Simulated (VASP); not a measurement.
Crystal: TiC.

```
Ti C
1.0
     0.00000    2.16572    2.16572
     2.16572    0.00000    2.16572
     2.16572    2.16572    0.00000
Ti C
1 1
Direct
  0.00000 0.00000 0.00000
  0.50000 0.50000 0.50000
```

```yaml
Program: VASP 6.6.1
Task: relaxation of cell and atoms
Functional: PBEsol
Potentials_or_basis: VASP PAW PBE potentials, release 64 (Ti_sv, C)
Cutoff: 600 eV
k_mesh: 11 × 11 × 11
Occupations: methfessel-paxton, width 0.15 eV
Spin: no spin polarisation
```

At the start: pressure -6.5 GPa; volume 10.16 Å³/atom.

Task: How do energy, volume and symmetry change on relaxing?

Result: Over 3 steps the energy falls by 5.4 meV/atom and the volume is 9.90 Å³/atom (-2.5 %); space group Fm-3m (No. 225, to 0.1 Å) before and after.

The path:
| step | energy change (eV) | largest force (eV/Å) | pressure (GPa) | volume (Å³) |
| --- | --- | --- | --- | --- |
| 1 | 0.0000 | 0.0000 | -6.53 | 20.32 |
| 2 | 0.0092 | 0.0000 | 9.81 | 19.12 |
| 3 | -0.0108 | 0.0000 | -0.01 | 19.80 |

Final structure:
```
Ti C
1.0
     0.00000    2.14727    2.14727
     2.14727    0.00000    2.14727
     2.14727    2.14727    0.00000
Ti C
1 1
Direct
  0.00000 0.00000 0.00000
  0.50000 0.50000 0.50000
```

Caveat: the PAW data sets were made with another functional, which shifts forces and pressure a little.
